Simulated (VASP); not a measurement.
Write the native input for VASP 6.6.1 that does the following.

| Item | Value |
| --- | --- |
| Task | single point |
| Functional | r2SCAN |
| Potentials or basis | VASP PAW PBE potentials, release 64 (Au) |
| Cutoff | 520 eV |
| k mesh | 20 × 20 × 20 |
| Occupations | gaussian, width 0.15 eV |
| Spin | no spin polarisation |
| Dipole correction | no |
| Further INCAR settings | ALGO = Normal; EDIFF = 1e-06; NBANDS = 12 |

Au:

```
CELL_PARAMETERS angstrom
0.00000 2.04550 1.99436
2.04550 0.00000 1.99436
2.04550 2.04550 0.00000
ATOMIC_POSITIONS crystal
Au 0.00000 0.00000 0.00000
```

This cell differs from its parent crystal: strain +0.000 along x and y, -0.025 along z.

These files were run (other wordings do the same):

POSCAR

```
Au
1.0
    0.0000000000      2.0455000000      1.9943625000
    2.0455000000      0.0000000000      1.9943625000
    2.0455000000      2.0455000000      0.0000000000
Au
1
Direct
    0.0000000000      0.0000000000      0.0000000000
```

INCAR.step1

```
SYSTEM = Au
PREC = Accurate
ENCUT = 520
ISMEAR = 0
SIGMA = 0.15
LREAL = .FALSE.
LASPH = .TRUE.
NELM = 100
NBANDS = 12
GGA = PE
ALGO = Normal
EDIFF = 1E-4
LWAVE = .TRUE.
LCHARG = .FALSE.
```

INCAR.step2

```
SYSTEM = Au
PREC = Accurate
ENCUT = 520
EDIFF = 1E-6
ISMEAR = 0
SIGMA = 0.15
LREAL = .FALSE.
LASPH = .TRUE.
NELM = 100
ALGO = Normal
ISIF = 2
LWAVE = .FALSE.
LCHARG = .FALSE.
METAGGA = R2SCAN
LMIXTAU = .TRUE.
NBANDS = 12
ISTART = 1
```

KPOINTS

```
Automatic mesh
0
G
  20 20 20
  0 0 0
```

Potentials or basis: VASP PAW PBE potentials, release 64 (Au).

Run with:

```console
$ cat potpaw_PBE.64/Au/POTCAR > POTCAR
$ cp INCAR.step1 INCAR
$ mpirun -np 1 vasp_std > vasp.out
$ cp INCAR.step2 INCAR
$ mpirun -np 1 vasp_std > vasp.out
```

Results of the run:

```json
{
 "Pressure": "9.4 GPa"
}
```

Caveat: the cell differs from its parent crystal (strain +0.000 along x and y, -0.025 along z); the PAW data sets were made with another functional, which shifts forces and pressure a little.

Wall time 5.2 min on 1 thread of Intel(R) Xeon(R) Platinum 8259CL CPU @ 2.50GHz (Skylake/Cascade Lake) (shared host), peak memory 0.26 GiB.
